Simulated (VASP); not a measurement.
A run of VASP 6.6.1 is set up as follows.

INCAR

```
SYSTEM = Tl3Sb2Mo
  PREC = Accurate
  ENCUT = 600
  EDIFF = 1E-6
  ISMEAR = 0
  SIGMA = 0.1
  LREAL = .FALSE.
  LASPH = .TRUE.
  NELM = 80
  ALGO = Fast
  ISIF = 3
  LWAVE = .FALSE.
  LCHARG = .FALSE.
  GGA = PE
  IBRION = 2
  NSW = 100
  EDIFFG = -0.01
```

The input KPOINTS:

```
regular mesh
0
G
  6 6 6
  0 0 0
```

Contents of POSCAR:

```
Tl3Sb2Mo
1.0
    3.0352495645      1.7524021531      5.8870214379
   -3.0352495645      1.7524021531      5.8870214379
    0.0000000000     -3.5048043063      5.8870214379
Tl Sb Mo
3 2 1
Direct
    0.5000000000      0.5000000000      0.0000000000
    0.0000000000      0.5000000000      0.5000000000
    0.5000000000      0.0000000000      0.5000000000
    0.8504785499      0.8504785499      0.8504785499
    0.1495214501      0.1495214501      0.1495214501
    0.0000000000      0.0000000000      0.0000000000
```

Potentials or basis: VASP PAW PBE potentials, release 64 (Tl_d, Sb, Mo_sv).

Run with:

```console
$ cat potpaw_PBE.64/Tl_d/POTCAR potpaw_PBE.64/Sb/POTCAR potpaw_PBE.64/Mo_sv/POTCAR > POTCAR
$ mpirun -np 1 vasp_std > vasp.out
```

(1) Predict the relaxed cell.

(2) What does it give for the space group after relaxing (to 0.1 Å)?

Results:

(1) a = 6.912 Å, b = 6.912 Å, c = 6.912 Å, α = 51.48°, β = 51.48°, γ = 51.48°.

(2) R-3m (No. 166).
